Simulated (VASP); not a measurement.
# Te (P6_3/mmc) in VASP: notebook

The runs below take Te through single point, with PBE.

All numbers are computed with VASP 6.6.1; they aren't measurements. Logs are shortened: lines on timing, memory, paths and dates and some standing lists are left out, and cuts for length are marked.

### Step 1. The cell of the first run

The structure is hexagonal, space group P6_3/mmc (No. 194). Conventional cell: a = 2.741 Å, b = 2.741 Å, c = 4.360 Å, α = 90.00°, β = 90.00°, γ = 120.00°. Within 3.6 Å of Te (site symmetry -6m2) lie 12 Te at 2.69 to 2.74 Å.

This isn't the form of Te at room conditions, which is trigonal, of chains.

### Step 2. Single point, PBE

Input file INCAR:

```
SYSTEM = Te
PREC = Accurate ; ENCUT = 520
EDIFF = 1E-6 ; ISMEAR = -1
SIGMA = 0.1 ; LREAL = .False.
LASPH = .True. ; NELM = 80
ALGO = Normal ; ISIF = 2
LWAVE = .False. ; LCHARG = .True.
GGA = PE ; LELF = .True.
LVHAR = .True. ; NBANDS = 13
```

Input file KPOINTS:

```
Automatic mesh
0
Gamma
  16 16 9
  0 0 0
```

Input file POSCAR:

```
Te
1.0
    2.7413514494      0.0000000000      0.0000000000
   -1.3706757247      2.3740799959      0.0000000000
    0.0000000000      0.0000000000      4.3602018888
Te
2
Direct
    0.3333333333      0.6666666667      0.2500000000
    0.6666666667      0.3333333333      0.7500000000
```

Potentials or basis: VASP PAW PBE potentials, release 64 (Te).

On the command line:

```console
$ cat potpaw_PBE.64/Te/POTCAR > POTCAR
$ mpirun -np 1 vasp_std > vasp.out
```

OUTCAR:

```text
SYSTEM = Te
   PREC = Accurate
   ENCUT = 520
   EDIFF = 1E-6
   ISMEAR = -1
   LREAL = .False.
   LASPH = .True.
   NELM = 80
   ISIF = 2
   GGA = PE

 ion  position               nearest neighbor table
   1  0.333  0.667  0.250-   2 2.69   2 2.69   2 2.69   2 2.69   2 2.69   2 2.69
   2  0.667  0.333  0.750-   1 2.69   1 2.69   1 2.69   1 2.69   1 2.69   1 2.69

  LATTYP: Found a hexagonal cell.
 ALAT       =     2.7413514494
 C/A-ratio  =     1.5905300613

  Lattice vectors:

 A1 = (   2.7413514494,   0.0000000000,   0.0000000000)
 A2 = (  -1.3706757247,   2.3740799959,   0.0000000000)
 A3 = (   0.0000000000,   0.0000000000,   4.3602018888)

Analysis of symmetry for initial positions (statically):
=====================================================================
 Subroutine PRICEL returns:
 Original cell was already a primitive cell.

 Routine SETGRP: Setting up the symmetry group for a
 hexagonal supercell.

 Subroutine GETGRP returns: Found 24 space group operations
 (whereof 12 operations were pure point group operations)
 out of a pool of 24 trial point group operations.

The static configuration has the point symmetry D_3d.
 The point group associated with its full space group is D_6h.

Analysis of symmetry for dynamics (positions and initial velocities):
=====================================================================
 Subroutine PRICEL returns:
 Original cell was already a primitive cell.

 Routine SETGRP: Setting up the symmetry group for a
 hexagonal supercell.

 Subroutine GETGRP returns: Found 24 space group operations
 (whereof 12 operations were pure point group operations)
 out of a pool of 24 trial point group operations.

The dynamic configuration has the point symmetry D_3d.
 The point group associated with its full space group is D_6h.

 Subroutine INISYM returns: Found 24 space group operations
 (whereof 12 operations are pure point group operations),
 and found     1 'primitive' translations

----------------------------------------------------------------------------------------

                                     Primitive cell

  volume of cell :      28.3770

  direct lattice vectors                    reciprocal lattice vectors
     2.741351449  0.000000000  0.000000000     0.364783582  0.210607899  0.000000000
    -1.370675725  2.374079996  0.000000000     0.000000000  0.421215798  0.000000000
     0.000000000  0.000000000  4.360201889     0.000000000  0.000000000  0.229347178

  length of vectors
     2.741351449  2.741351449  4.360201889     0.421215798  0.421215798  0.229347178

  position of ions in fractional coordinates (direct lattice)
     0.333333333  0.666666667  0.250000000
     0.666666667  0.333333333  0.750000000

  ion indices of the primitive-cell ions
   primitive index   ion index
                 1           1
                 2           2

----------------------------------------------------------------------------------------

 KPOINTS: Automatic mesh

Automatic generation of k-mesh.
 Grid dimensions read from file:
 generate k-points for:   16   16    9

 Generating k-lattice:

  Cartesian coordinates                     Fractional coordinates (reciprocal lattice)
     0.022798974  0.013162994  0.000000000     0.062500000  0.000000000  0.000000000
     0.000000000  0.026325987  0.000000000     0.000000000  0.062500000  0.000000000
     0.000000000  0.000000000  0.025483020     0.000000000  0.000000000  0.111111111

  Length of vectors
     0.026325987  0.026325987  0.025483020

  Shift w.r.t. Gamma in fractional coordinates (k-lattice)
     0.000000000  0.000000000  0.000000000

 Subroutine IBZKPT returns following result:
 ===========================================

 Found    150 irreducible k-points:

 Following reciprocal coordinates:
            Coordinates               Weight
  0.000000  0.000000  0.000000      1.000000
  0.062500  0.000000  0.000000      6.000000
  0.125000  0.000000  0.000000      6.000000
  0.187500  0.000000  0.000000      6.000000
  0.250000  0.000000  0.000000      6.000000
  0.312500  0.000000  0.000000      6.000000
[... 16 lines left out ...]
  0.187500  0.187500  0.000000      6.000000
  0.250000  0.187500  0.000000     12.000000
 [... further k-points ...]
   k-points           NKPTS =    150   k-points in BZ     NKDIM =    150   number of bands    NBANDS=     13
   number of dos      NEDOS =    301   number of ions     NIONS =      2
   total plane-waves  NPLWV =  12800
   dimension x,y,z NGX =    20 NGY =   20 NGZ =   32
   dimension x,y,z NGXF=    40 NGYF=   40 NGZF=   64
   ions per type =               2
   NGX,Y,Z   is equivalent  to a cutoff of  12.13, 12.13, 12.20 a.u.
   NGXF,Y,Z  is equivalent  to a cutoff of  24.26, 24.26, 24.40 a.u.
 SYSTEM =  Te
   PREC   = accura    normal or accurate (medium, high low for compatibility)
   ISTART =      0    job   : 0-new  1-cont  2-samecut
   ICHARG =      2    charge: 1-file 2-atom 10-const
   ISPIN  =      1    spin polarized calculation?
   LNONCOLLINEAR =      F non collinear calculations
   LSORBIT =      F    spin-orbit coupling
   LASPH  =      T    aspherical Exc in radial PAW
   ENCUT  =  520.0 eV  38.22 Ry    6.18 a.u.   5.10  5.10  8.11*2*pi/ulx,y,z
   NELM   =     80;   NELMIN=  2; NELMDL= -5     # of ELM steps
   EDIFF  = 0.1E-05   stopping-criterion for ELM
   LREAL  =      F    real-space projection
   EDIFFG = 0.1E-04   stopping-criterion for IOM
   NSW    =      0    number of steps for IOM
   IBRION =     -1    ionic relax: 0-MD 1-quasi-New 2-CG
   NFREE  =      0    steps in history (QN), initial steepest desc. (CG)
   ISIF   =      2    stress and relaxation
   ISYM   =      2    0-nonsym 1-usesym 2-fastsym
   POTIM  = 0.5000    time-step for ionic-motion
   TEBEG  =    0.0;   TEEND  =   0.0 temperature during run
   PSTRESS=    0.0 pullay stress
   NELECT =      12.0000    total number of electrons
   NUPDOWN=      -1.0000    fix difference up-down
   EMIN   =  10.00;   EMAX   =-10.00  energy-range for DOS
   EFERMI =   0.00;   METHOD = LEGACY
   ISMEAR =    -1;   SIGMA  =   0.10  broadening in eV -4-tet -1-fermi 0-gaus
   EFERMI_NEDOS =   21; number of points for ismear=-14 and -15
   IALGO  =     38    algorithm
   IMIX   =      4    mixing-type and parameters
     AMIX     =   0.40;   BMIX     =  1.00
     AMIX_MAG =   1.60;   BMIX_MAG =  1.00
  volume/ion in A,a.u.               =      14.19        95.75
  Fermi-wavevector in a.u.,A,eV,Ry     =   1.228796  2.322087 20.543966  1.509939
  Thomas-Fermi vector in A             =   2.363708
   LORBIT       =      0    0 simple, 1 ext, 2 COOP (PROOUT), +10 PAW based schemes
   GGA     = PE    functional components
   LHFCALC =     F    Hartree Fock is set to
   AEXX    =    0.0000 exact exchange contribution
   IVDW    =     0    specifies the selected vdW correction
   LEPSILON=     F    determine dielectric tensor
   LRPA    =     F    only Hartree local field effects (RPA)
 non-spin polarized calculation
  energy-cutoff  :      520.00
  volume of cell :       28.38
 maximum number of plane-waves:       778
   NGX = 11   NGY = 11   NGZ = 17

 number of electron      12.0000000 magnetization

 Free energy of the ion-electron system (eV)
  ---------------------------------------------------
  ext. energy  EPLUGINS =         0.00000000
  ---------------------------------------------------
  free energy    TOTEN  =         3.30120735 eV

  energy without entropy =        3.33129865  energy(sigma->0) =        3.31625300

 E-fermi :  21.1158     XC(G=0): -13.4327

 val. band max:       21.1138526507   @ k =   0.3750   0.0000   0.4444
 cond. band min:      21.1212649335   @ k =   0.3750   0.1875   0.0000
 fundamental gap:      0.0074122828
 Fermi energy:        21.1157831446

 k-point     1 :       0.0000    0.0000    0.0000
  band No.  band energies     occupation
      1      -1.0956      2.00000
      2       7.2088      2.00000
      3       8.1892      2.00000
      4      24.9267      0.00000
      5      24.9267      0.00000
      6      27.8484      0.00000
      7      27.8484      0.00000
      8      28.4411      0.00000
      9      29.0972      0.00000
     10      30.1620      0.00000
     11      32.6185      0.00000
     12      33.6025      0.00000
     13      33.6505      0.00000

 k-point     2 :       0.0625    0.0000    0.0000
  band No.  band energies     occupation
      1      -0.9821      2.00000
      2       7.3115      2.00000
      3       8.3115      2.00000
      4      23.4685      0.00000
      5      24.2408      0.00000
      6      26.8583      0.00000
      7      28.5325      0.00000
      8      29.6000      0.00000
      9      29.7751      0.00000
     10      30.1942      0.00000
     11      31.2464      0.00000
     12      32.4496      0.00000
     13      32.7147      0.00000

 k-point     3 :       0.1250    0.0000    0.0000
  band No.  band energies     occupation
      1      -0.6412      2.00000
      2       7.6206      2.00000
      3       8.6763      2.00000
      4      20.8495      1.86964
      5      23.0107      0.00000
      6      25.9200      0.00000
      7      28.3843      0.00000
      8      28.7192      0.00000
      9      29.3680      0.00000
     10      30.6708      0.00000
     11      30.8338      0.00000
     12      31.9233      0.00000
     13      32.0272      0.00000
[... 305 lines left out ...]
 k-point    23 :       0.1875    0.1875    0.0000
  band No.  band energies     occupation
      1       1.9796      2.00000
      2       9.9977      2.00000
      3      11.3652      2.00000
      4      14.2568      2.00000
      5      15.5648      2.00000
      6      22.2746      0.00002
      7      22.6677      0.00000
      8      22.7610      0.00000
      9      25.2798      0.00000
     10      29.8512      0.00000
     11      30.9478      0.00000
     12      33.6000      0.00000
     13      35.4372      0.00000

 k-point    24 :       0.2500    0.1875    0.0000
  band No.  band energies     occupation
      1       3.1160      2.00000
      2      10.8679      2.00000
      3      12.4665      2.00000
      4      12.4676      2.00000
      5      14.4683      2.00000
      6      20.1325      1.99989
      7      21.0151      1.46486
      8      21.8595      0.00118
      9      24.2833      0.00000
     10      29.8837      0.00000
     11      32.7642      0.00000
     12      34.6837      0.00000
     13      35.9357      0.00000

 [... further k-points ...]

------------------------ aborting loop because EDIFF is reached ----------------------------------------

  FORCE on cell =-STRESS in cart. coord.  units (eV):
  Direction    XX          YY          ZZ          XY          YZ          ZX
  --------------------------------------------------------------------------------------
  -------------------------------------------------------------------------------------
  Total       34.0056748     34.0056748     34.0426605      0.0000000      0.0000000      0.0000000
  in kB     1919.9738600   1919.9738600   1922.0620842      0.0000000      0.0000000      0.0000000
  external PRESSURE =    1920.6699347 kB  Pullay stress =       0.0000000 kB

 VOLUME and BASIS-vectors are now :
 -----------------------------------------------------------------------------
  energy-cutoff  :      520.00
  volume of cell :       28.38
      direct lattice vectors                 reciprocal lattice vectors
     2.741351449  0.000000000  0.000000000     0.364783582  0.210607899  0.000000000
    -1.370675725  2.374079996  0.000000000     0.000000000  0.421215798  0.000000000
     0.000000000  0.000000000  4.360201889     0.000000000  0.000000000  0.229347178

 POSITION                                       TOTAL-FORCE (eV/Angst)
 -----------------------------------------------------------------------------------
     -0.00000      1.58272      1.09005        -0.000000      0.000000      0.000000
      1.37068      0.79136      3.27015         0.000000     -0.000000      0.000000
 -----------------------------------------------------------------------------------
    total drift:                               -0.000000      0.000000      0.000000

  FREE ENERGIE OF THE ION-ELECTRON SYSTEM (eV)
  ---------------------------------------------------
  free  energy   TOTEN  =         3.3012073524 eV

  energy  without entropy=        3.3312986516  energy(sigma->0) =        3.31625300
```

It took 44 s on 1 thread of AMD EPYC 7R13, shared host; peak memory 0.17 GiB.

Results:

```yaml
Free_energy: 3.3012 eV
Pressure: 192.1 GPa
Band_gap_on_the_k_mesh: zero (bands 6 and 7 overlap by 10.47 eV)
```

Stress tensor (GPa, compression positive):
```
192.00   0.00   0.00
  0.00 192.00   0.00
  0.00   0.00 192.21
```

Levels at points of the mesh, in eV from the Fermi level:
| k point | band 2 | band 3 | band 4 | band 5 | band 6 | band 7 | band 8 | band 9 | band 10 | band 11 |
| --- | --- | --- | --- | --- | --- | --- | --- | --- | --- | --- |
| (0.00, 0.00, 0.00) | -13.91 | -12.93 | 3.81 | 3.81 | 6.73 | 6.73 | 7.33 | 7.98 | 9.05 | 11.50 |
| (0.50, 0.00, 0.00) | -14.21 | -6.98 | -6.91 | -6.88 | -3.71 | -2.47 | 2.65 | 4.54 | 6.72 | 9.35 |

Caveat: the cell stands under pressure; spin-orbit coupling is left out, which moves the levels of the heavy elements.

### Step 3. Single point, PBE

Input file INCAR:

```
PREC = Accurate ; ENCUT = 520
EDIFF = 1E-6 ; ISMEAR = -1
SIGMA = 0.1 ; LREAL = False
LASPH = True ; NELM = 100
ALGO = Normal ; ISIF = 2
LWAVE = False ; LCHARG = False
GGA = PE ; NBANDS = 13
```

Input file KPOINTS:

```
Automatic mesh
0
Gamma
  16 16 9
```

POSCAR is that of step 2.

Potentials or basis: VASP PAW PBE potentials, release 64 (Te).

On the command line:

```console
$ cat potpaw_PBE.64/Te/POTCAR > POTCAR
$ mpirun -np 1 vasp_std > vasp.out
```

OUTCAR:

```text
PREC = Accurate
   ENCUT = 520
   EDIFF = 1E-6
   ISMEAR = -1
   LREAL = False
   LASPH = True
   NELM = 100
   ISIF = 2
   GGA = PE

 ion  position               nearest neighbor table
   1  0.333  0.667  0.250-   2 2.69   2 2.69   2 2.69   2 2.69   2 2.69   2 2.69
   2  0.667  0.333  0.750-   1 2.69   1 2.69   1 2.69   1 2.69   1 2.69   1 2.69

  LATTYP: Found a hexagonal cell.
 ALAT       =     2.7413514494
 C/A-ratio  =     1.5905300613

  Lattice vectors:

 A1 = (   2.7413514494,   0.0000000000,   0.0000000000)
 A2 = (  -1.3706757247,   2.3740799959,   0.0000000000)
 A3 = (   0.0000000000,   0.0000000000,   4.3602018888)

Analysis of symmetry for initial positions (statically):
=====================================================================
 Subroutine PRICEL returns:
 Original cell was already a primitive cell.

 Routine SETGRP: Setting up the symmetry group for a
 hexagonal supercell.

 Subroutine GETGRP returns: Found 24 space group operations
 (whereof 12 operations were pure point group operations)
 out of a pool of 24 trial point group operations.

The static configuration has the point symmetry D_3d.
 The point group associated with its full space group is D_6h.

Analysis of symmetry for dynamics (positions and initial velocities):
=====================================================================
 Subroutine PRICEL returns:
 Original cell was already a primitive cell.

 Routine SETGRP: Setting up the symmetry group for a
 hexagonal supercell.

 Subroutine GETGRP returns: Found 24 space group operations
 (whereof 12 operations were pure point group operations)
 out of a pool of 24 trial point group operations.

The dynamic configuration has the point symmetry D_3d.
 The point group associated with its full space group is D_6h.

 Subroutine INISYM returns: Found 24 space group operations
 (whereof 12 operations are pure point group operations),
 and found     1 'primitive' translations
[... 120 lines left out ...]
   GGA     = PE    functional components
   LHFCALC =     F    Hartree Fock is set to
   AEXX    =    0.0000 exact exchange contribution
   IVDW    =     0    specifies the selected vdW correction
   LEPSILON=     F    determine dielectric tensor
   LRPA    =     F    only Hartree local field effects (RPA)
 non-spin polarized calculation
  energy-cutoff  :      520.00
  volume of cell :       28.38
 maximum number of plane-waves:       778
   NGX = 11   NGY = 11   NGZ = 17

 number of electron      12.0000000 magnetization

 Free energy of the ion-electron system (eV)
  ---------------------------------------------------
  ext. energy  EPLUGINS =         0.00000000
  ---------------------------------------------------
  free energy    TOTEN  =         3.30120735 eV

  energy without entropy =        3.33129865  energy(sigma->0) =        3.31625300

 E-fermi :  21.1158     XC(G=0): -13.4327

 val. band max:       21.1138526507   @ k =   0.3750   0.0000   0.4444
 cond. band min:      21.1212649335   @ k =   0.3750   0.1875   0.0000
 fundamental gap:      0.0074122828
 Fermi energy:        21.1157831446

 k-point     1 :       0.0000    0.0000    0.0000
  band No.  band energies     occupation
      1      -1.0956      2.00000
      2       7.2088      2.00000
      3       8.1892      2.00000
      4      24.9267      0.00000
      5      24.9267      0.00000
      6      27.8484      0.00000
      7      27.8484      0.00000
      8      28.4411      0.00000
      9      29.0972      0.00000
     10      30.1620      0.00000
     11      32.6185      0.00000
     12      33.6025      0.00000
     13      33.6505      0.00000
[... 354 lines left out ...]
  band No.  band energies     occupation
      1       3.1160      2.00000
      2      10.8679      2.00000
      3      12.4665      2.00000
      4      12.4676      2.00000
      5      14.4683      2.00000
      6      20.1325      1.99989
      7      21.0151      1.46486
      8      21.8595      0.00118
      9      24.2833      0.00000
     10      29.8837      0.00000
     11      32.7642      0.00000
     12      34.6837      0.00000
     13      35.9357      0.00000

 [... further k-points ...]

------------------------ aborting loop because EDIFF is reached ----------------------------------------

  FORCE on cell =-STRESS in cart. coord.  units (eV):
  Direction    XX          YY          ZZ          XY          YZ          ZX
  --------------------------------------------------------------------------------------
  -------------------------------------------------------------------------------------
  Total       34.0056748     34.0056748     34.0426605      0.0000000      0.0000000      0.0000000
  in kB     1919.9738600   1919.9738600   1922.0620842      0.0000000      0.0000000      0.0000000
  external PRESSURE =    1920.6699347 kB  Pullay stress =       0.0000000 kB

 VOLUME and BASIS-vectors are now :
 -----------------------------------------------------------------------------
  energy-cutoff  :      520.00
  volume of cell :       28.38
      direct lattice vectors                 reciprocal lattice vectors
     2.741351449  0.000000000  0.000000000     0.364783582  0.210607899  0.000000000
    -1.370675725  2.374079996  0.000000000     0.000000000  0.421215798  0.000000000
     0.000000000  0.000000000  4.360201889     0.000000000  0.000000000  0.229347178

 POSITION                                       TOTAL-FORCE (eV/Angst)
 -----------------------------------------------------------------------------------
     -0.00000      1.58272      1.09005        -0.000000      0.000000      0.000000
      1.37068      0.79136      3.27015         0.000000     -0.000000      0.000000
 -----------------------------------------------------------------------------------
    total drift:                               -0.000000      0.000000      0.000000

  FREE ENERGIE OF THE ION-ELECTRON SYSTEM (eV)
  ---------------------------------------------------
  free  energy   TOTEN  =         3.3012073524 eV

  energy  without entropy=        3.3312986516  energy(sigma->0) =        3.31625300
```

Run time: 48 s. Hardware: 1 thread of AMD EPYC 7R13, shared host; peak memory 0.17 GiB.

Results:

```yaml
Free_energy: 3.3012 eV
Pressure: 192.1 GPa
Band_gap_on_the_k_mesh: zero (bands 6 and 7 overlap by 10.47 eV)
```

Caveat: the cell stands under pressure; spin-orbit coupling is left out, which moves the levels of the heavy elements.
